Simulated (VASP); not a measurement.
# CdF2 (Fm-3m) in VASP: further runs, part 2 of 2

VASP 6.6.1.

**3. Single point, PBE-based screened hybrid with 10 % exact exchange**

Contents of POSCAR:

```
CdF2
1.0
    0.0000000000      2.6939990179      2.6939990179
    2.6939990179      0.0000000000      2.6939990179
    2.6939990179      2.6939990179      0.0000000000
Cd F
1 2
Direct
    0.0000000000      0.0000000000      0.0000000000
    0.2500000000      0.2500000000      0.2500000000
    0.7500000000      0.7500000000      0.7500000000
```

Contents of INCAR.step1:

```
PREC = Accurate ; ENCUT = 520
EDIFF = 1E-5 ; ISMEAR = 0
SIGMA = 0.05 ; LREAL = F
LASPH = T ; NELM = 80
ALGO = Normal ; ISIF = 2
LWAVE = T ; LCHARG = F
GGA = PE ; NBANDS = 20
```

Contents of INCAR.step2:

```
PREC = Accurate ; ENCUT = 520
EDIFF = 1E-7 ; ISMEAR = 0
SIGMA = 0.05 ; LREAL = F
LASPH = T ; NELM = 80
ALGO = Normal ; ISIF = 2
LWAVE = F ; LCHARG = F
GGA = PE ; LHFCALC = T
AEXX = 0.1 ; HFSCREEN = 0.20787
PRECFOCK = Normal ; ISTART = 1
NBANDS = 20
```

Contents of KPOINTS:

```
Automatic mesh
0
Gamma
  4 4 4
```

Potentials or basis: VASP PAW PBE potentials, release 64 (Cd, F).

On the command line:

```sh
> cat potpaw_PBE.64/Cd/POTCAR potpaw_PBE.64/F/POTCAR > POTCAR
> cp INCAR.step1 INCAR
> mpirun -np 1 vasp_std > vasp.out
> cp INCAR.step2 INCAR
> mpirun -np 1 vasp_std > vasp.out
```

OUTCAR:

```text
PREC = Accurate
   ENCUT = 520
   EDIFF = 1E-7
   ISMEAR = 0
   LREAL = F
   LASPH = T
   NELM = 80
   ISIF = 2
   GGA = PE
   LHFCALC = T
   AEXX = 0.1
   HFSCREEN = 0.20787
   PRECFOCK = Normal
   ISTART = 1

 ion  position               nearest neighbor table
   1  0.000  0.000  0.000-   2 2.33   3 2.33   3 2.33   3 2.33   3 2.33   2 2.33   2 2.33   2 2.33

   2  0.250  0.250  0.250-   1 2.33   1 2.33   1 2.33   1 2.33
   3  0.750  0.750  0.750-   1 2.33   1 2.33   1 2.33   1 2.33

  LATTYP: Found a face centered cubic cell.
 ALAT       =     5.3879980358

  Lattice vectors:

 A1 = (   0.0000000000,   2.6939990179,   2.6939990179)
 A2 = (   2.6939990179,   0.0000000000,   2.6939990179)
 A3 = (   2.6939990179,   2.6939990179,   0.0000000000)

Analysis of symmetry for initial positions (statically):
=====================================================================
 Subroutine PRICEL returns:
 Original cell was already a primitive cell.

 Routine SETGRP: Setting up the symmetry group for a
 face centered cubic supercell.

 Subroutine GETGRP returns: Found 48 space group operations
 (whereof 48 operations were pure point group operations)
 out of a pool of 48 trial point group operations.

The static configuration has the point symmetry O_h .

Analysis of symmetry for dynamics (positions and initial velocities):
=====================================================================
 Subroutine PRICEL returns:
 Original cell was already a primitive cell.

 Routine SETGRP: Setting up the symmetry group for a
 face centered cubic supercell.

 Subroutine GETGRP returns: Found 48 space group operations
 (whereof 48 operations were pure point group operations)
 out of a pool of 48 trial point group operations.

The dynamic configuration has the point symmetry O_h .

 Subroutine INISYM returns: Found 48 space group operations
 (whereof 48 operations are pure point group operations),
 and found     1 'primitive' translations

----------------------------------------------------------------------------------------

                                     Primitive cell

  volume of cell :      39.1041

  direct lattice vectors                    reciprocal lattice vectors
     0.000000000  2.693999018  2.693999018    -0.185597692  0.185597692  0.185597692
     2.693999018  0.000000000  2.693999018     0.185597692 -0.185597692  0.185597692
     2.693999018  2.693999018  0.000000000     0.185597692  0.185597692 -0.185597692

  length of vectors
     3.809889948  3.809889948  3.809889948     0.321464632  0.321464632  0.321464632

  position of ions in fractional coordinates (direct lattice)
     0.000000000  0.000000000  0.000000000
     0.250000000  0.250000000  0.250000000
     0.750000000  0.750000000  0.750000000

  ion indices of the primitive-cell ions
   primitive index   ion index
                 1           1
[... 24 lines left out ...]
 Subroutine IBZKPT returns following result:
 ===========================================

 Found      8 irreducible k-points:

 Following reciprocal coordinates:
            Coordinates               Weight
  0.000000  0.000000  0.000000      1.000000
  0.250000  0.000000  0.000000      8.000000
  0.500000  0.000000  0.000000      4.000000
  0.250000  0.250000  0.000000      6.000000
  0.500000  0.250000  0.000000     24.000000
 -0.250000  0.250000  0.000000     12.000000
  0.500000  0.500000  0.000000      3.000000
 -0.250000  0.500000  0.250000      6.000000
   k-points           NKPTS =      8   k-points in BZ     NKDIM =     64   number of bands    NBANDS=     20
   number of dos      NEDOS =    301   number of ions     NIONS =      3
   total plane-waves  NPLWV =  21952
   dimension x,y,z NGX =    28 NGY =   28 NGZ =   28
   dimension x,y,z NGXF=    56 NGYF=   56 NGZF=   56
   ions per type =               1   2
   NGX,Y,Z   is equivalent  to a cutoff of  12.22, 12.22, 12.22 a.u.
   NGXF,Y,Z  is equivalent  to a cutoff of  24.44, 24.44, 24.44 a.u.
 SYSTEM =  unknown system
   PREC   = accura    normal or accurate (medium, high low for compatibility)
   ISTART =      1    job   : 0-new  1-cont  2-samecut
   ICHARG =      0    charge: 1-file 2-atom 10-const
   ISPIN  =      1    spin polarized calculation?
   LNONCOLLINEAR =      F non collinear calculations
   LSORBIT =      F    spin-orbit coupling
   LASPH  =      T    aspherical Exc in radial PAW
   ENCUT  =  520.0 eV  38.22 Ry    6.18 a.u.   7.08  7.08  7.08*2*pi/ulx,y,z
   NELM   =     80;   NELMIN=  2; NELMDL=  0     # of ELM steps
   EDIFF  = 0.1E-06   stopping-criterion for ELM
   LREAL  =      F    real-space projection
   EDIFFG = 0.1E-05   stopping-criterion for IOM
   NSW    =      0    number of steps for IOM
   IBRION =     -1    ionic relax: 0-MD 1-quasi-New 2-CG
   NFREE  =      0    steps in history (QN), initial steepest desc. (CG)
   ISIF   =      2    stress and relaxation
   ISYM   =      3    0-nonsym 1-usesym 2-fastsym
   POTIM  = 0.5000    time-step for ionic-motion
   TEBEG  =    0.0;   TEEND  =   0.0 temperature during run
   PSTRESS=    0.0 pullay stress
   NELECT =      26.0000    total number of electrons
   NUPDOWN=      -1.0000    fix difference up-down
   EMIN   =  10.00;   EMAX   =-10.00  energy-range for DOS
   EFERMI =   0.00;   METHOD = LEGACY
   ISMEAR =     0;   SIGMA  =   0.05  broadening in eV -4-tet -1-fermi 0-gaus
   EFERMI_NEDOS =   21; number of points for ismear=-14 and -15
   IALGO  =     38    algorithm
   IMIX   =      1    mixing-type and parameters
     AMIX     =   0.40;   BMIX     =  1.00
     AMIX_MAG =   1.60;   BMIX_MAG =  1.00
  volume/ion in A,a.u.               =      13.03        87.96
  Fermi-wavevector in a.u.,A,eV,Ry     =   1.428867  2.700167 27.778488  2.041661
  Thomas-Fermi vector in A             =   2.548883
   LORBIT       =      0    0 simple, 1 ext, 2 COOP (PROOUT), +10 PAW based schemes
   GGA     = PE    functional components
   LHFCALC =     T    Hartree Fock is set to
   PRECFOCK=normal    Normal, Fast or Accurate (Low or Medium for compatibility)
   ENCUT4O =  -1.0   cutoff for four orbital integrals eV
   NKREDX  =     1    reduce k-point grid by
   NKREDY  =     1    reduce k-point grid by
   NKREDZ  =     1    reduce k-point grid by
   AEXX    =    0.1000 exact exchange contribution
   HFSCREEN=    0.2079 screening length (either q_TF or 0.3 A-1)
   HFSCREENC=   0.2079 screening length for correlation (either q_TF or 0.3 A-1)
   ENCUTFOCK=  -1.0 apply spherical cutoff to Coloumb kernel
   IVDW    =     0    specifies the selected vdW correction
   LEPSILON=     F    determine dielectric tensor
   LRPA    =     F    only Hartree local field effects (RPA)
 non-spin polarized calculation
 Gauss-broadening in eV      SIGMA  =   0.05
  energy-cutoff  :      520.00
  volume of cell :       39.10
 maximum number of plane-waves:      1067
  NGX = 24; NGY = 24; NGZ = 24

 number of electron      25.9999990 magnetization

 Free energy of the ion-electron system (eV)
  ---------------------------------------------------
  ext. energy  EPLUGINS =         0.00000000
  ---------------------------------------------------
  free energy    TOTEN  =       -12.23050224 eV

  energy without entropy =      -12.23050224  energy(sigma->0) =      -12.23050224

 E-fermi :  -1.5764     XC(G=0):  -9.6441

 val. band max:       -1.9184678434   @ k =  -0.2500   0.5000   0.2500
 cond. band min:       1.9653511149   @ k =   0.0000   0.0000   0.0000
 fundamental gap:      3.8838189583
 Fermi energy:        -1.5763607396

 k-point     1 :       0.0000    0.0000    0.0000
  band No.  band energies     occupation
      1     -23.3925      2.00000
      2     -22.2729      2.00000
      3      -7.7163      2.00000
      4      -7.7163      2.00000
      5      -7.7163      2.00000
      6      -6.4732      2.00000
[... 173 lines left out ...]
     19      18.2681      0.00000
     20      20.3923      0.00000

------------------------ aborting loop because EDIFF is reached ----------------------------------------

  FORCE on cell =-STRESS in cart. coord.  units (eV):
  Direction    XX          YY          ZZ          XY          YZ          ZX
  --------------------------------------------------------------------------------------
  -------------------------------------------------------------------------------------
  Total        1.1506847      1.1506847      1.1506847     -0.0000000      0.0000000     -0.0000000
  in kB       47.1459771     47.1459771     47.1459771     -0.0000000      0.0000000     -0.0000000
  external PRESSURE =      47.1459771 kB  Pullay stress =       0.0000000 kB

 VOLUME and BASIS-vectors are now :
 -----------------------------------------------------------------------------
  energy-cutoff  :      520.00
  volume of cell :       39.10
      direct lattice vectors                 reciprocal lattice vectors
     0.000000000  2.693999018  2.693999018    -0.185597692  0.185597692  0.185597692
     2.693999018  0.000000000  2.693999018     0.185597692 -0.185597692  0.185597692
     2.693999018  2.693999018  0.000000000     0.185597692  0.185597692 -0.185597692

 POSITION                                       TOTAL-FORCE (eV/Angst)
 -----------------------------------------------------------------------------------
      0.00000      0.00000      0.00000         0.000000      0.000000      0.000000
      1.34700      1.34700      1.34700         0.000000     -0.000000      0.000000
      4.04100      4.04100      4.04100        -0.000000      0.000000     -0.000000
 -----------------------------------------------------------------------------------
    total drift:                               -0.000002     -0.000003     -0.000003

  FREE ENERGIE OF THE ION-ELECTRON SYSTEM (eV)
  ---------------------------------------------------
  free  energy   TOTEN  =       -12.2305022363 eV

  energy  without entropy=      -12.2305022363  energy(sigma->0) =      -12.23050224
```

Run time: 21 min. Hardware: 1 thread of AMD EPYC 7R43 (Zen 3), shared host; peak memory 0.23 GiB.

What came out:

```
Free energy            : -12.2305 eV
Pressure               : 4.7 GPa
Band gap on the k mesh : 3.88 eV (least direct gap 4.42 eV)
```

Caveat: the k points lie up to 0.50 Å⁻¹ apart; the PAW data sets were made with another functional, which shifts forces and pressure a little.

**4. Single point, PBE-based screened hybrid with 25 % exact exchange**

POSCAR is that of step 3.

Contents of INCAR.step1:

```
SYSTEM = CdF2
ALGO     = Normal         ! electronic algorithm
EDIFF    = 1E-5           ! SCF threshold, eV
ENCUT    = 520            ! plane-wave cutoff, eV
GGA      = PE             ! functional
ISIF     = 2              ! what is computed and relaxed
ISMEAR   = 0              ! smearing method
LASPH    = .True.         ! aspherical terms in the spheres
LCHARG   = .False.        ! write CHGCAR
LREAL    = .False.        ! projectors in reciprocal space
LWAVE    = .True.         ! write WAVECAR
NBANDS   = 20             ! bands
NELM     = 60             ! most SCF steps
PREC     = Accurate       ! precision mode
SIGMA    = 0.05           ! smearing width, eV
```

Contents of INCAR.step2:

```
SYSTEM = CdF2
AEXX     = 0.25           ! exact-exchange fraction
ALGO     = Normal         ! electronic algorithm
EDIFF    = 1E-6           ! SCF threshold, eV
ENCUT    = 520            ! plane-wave cutoff, eV
GGA      = PE             ! functional
HFSCREEN = 0.1            ! screening, 1/A
ISIF     = 2              ! what is computed and relaxed
ISMEAR   = 0              ! smearing method
ISTART   = 1            
LASPH    = .True.         ! aspherical terms in the spheres
LCHARG   = .False.        ! write CHGCAR
LHFCALC  = .True.         ! exact exchange
LREAL    = .False.        ! projectors in reciprocal space
LWAVE    = .False.        ! write WAVECAR
NBANDS   = 20             ! bands
NELM     = 60             ! most SCF steps
PREC     = Accurate       ! precision mode
PRECFOCK = Normal       
SIGMA    = 0.05           ! smearing width, eV
```

Contents of KPOINTS:

```
k-points
0
Gamma
  4 4 4
  0 0 0
```

On the command line:

```sh
> cat potpaw_PBE.64/Cd/POTCAR potpaw_PBE.64/F/POTCAR > POTCAR
> cp INCAR.step1 INCAR
> mpirun -np 1 vasp_std > vasp.out
> cp INCAR.step2 INCAR
> mpirun -np 1 vasp_std > vasp.out
```

Run time: 15 min. Hardware: 1 thread of AMD EPYC 7R43 (Zen 3), shared host; peak memory 0.23 GiB.

The run converged. Its results:

| Item | Value |
| --- | --- |
| Free energy | -14.7558 eV |
| Pressure | 2.5 GPa |
| Band gap on the k mesh | 5.55 eV (least direct gap 6.13 eV) |

Levels at points of the mesh, in eV from the valence-band top:
| k point | band 9 | band 10 | band 11 | band 12 | band 13 | band 14 | band 15 | band 16 | band 17 | band 18 |
| --- | --- | --- | --- | --- | --- | --- | --- | --- | --- | --- |
| (0.00, 0.00, 0.00) | -1.01 | -1.01 | -0.58 | -0.58 | -0.58 | 5.55 | 15.38 | 15.38 | 15.38 | 20.22 |
| (0.50, 0.00, 0.00) | -2.36 | -1.94 | -1.94 | -0.45 | -0.45 | 9.91 | 11.64 | 17.41 | 17.41 | 20.85 |
| (0.50, 0.50, 0.00) | -3.12 | -3.12 | -0.53 | -0.09 | -0.09 | 10.85 | 12.28 | 14.27 | 17.22 | 17.22 |

Caveat: the k points lie up to 0.50 Å⁻¹ apart; the PAW data sets were made with another functional, which shifts forces and pressure a little. A k mesh can miss the band edges.

**5. The runs side by side**

```csv
level,share of exact exchange,screening parameter,gap on the mesh (eV),pressure (GPa)
PBE-based global hybrid with 15 % exact exchange,0.15,-,4.76,3.8
PBE-based screened hybrid with 10 % exact exchange,0.1,0.20787 1/Å,3.88,4.7
PBE-based screened hybrid with 25 % exact exchange,0.25,0.1 1/Å,5.55,2.5
```

Alike in all rows: task single point; potentials or basis VASP PAW PBE potentials, release 64 (Cd, F); no spin polarisation; cell as given; k mesh 4 × 4 × 4; cutoff (eV) 520; smearing gaussian 0.05 eV.

Caveats: all runs use coarse meshes; the PAW data sets were made with another functional, which shifts forces and pressure a little.

Total energies depend on the potentials used, so only differences within one code and one set of settings carry meaning.
